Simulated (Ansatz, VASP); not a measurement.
**GaN in VASP and in Ansatz**

```
Ga N
1.0
     3.18000    0.00000    0.00000
    -1.59000    2.75396    0.00000
     0.00000    0.00000    5.16600
Ga N
2 2
Direct
  0.33333 0.66667 0.00000
  0.66667 0.33333 0.50000
  0.33333 0.66667 0.37500
  0.66667 0.33333 0.87500
```

Alike in both runs: task relaxation of cell and atoms; functional PBE; k mesh 6 × 6 × 4; occupations gaussian, width 0.1 eV; no spin polarisation.

|  | VASP | Ansatz |
| --- | --- | --- |
| version | VASP 6.6.1 | Ansatz 0.2.0 |
| potentials or method | VASP PAW PBE potentials, release 64 (Ga_d, N), cutoff 600 eV | scalar-relativistic, plane waves, PAW |
| valence electrons in the cell | 36 | 36 |

Ansatz gave:

- gap on the k mesh at the Fermi level, each at its own relaxed structure (eV): 1.72
- relaxed volume (Å³/atom): 11.74
- relaxed cell length with the largest relative difference (Å): 5.240

Task: Estimate VASP's values.

Result: gap on the k mesh at the Fermi level, each at its own relaxed structure (eV): 1.71; relaxed volume (Å³/atom): 11.76; relaxed cell length with the largest relative difference (Å): 5.246.
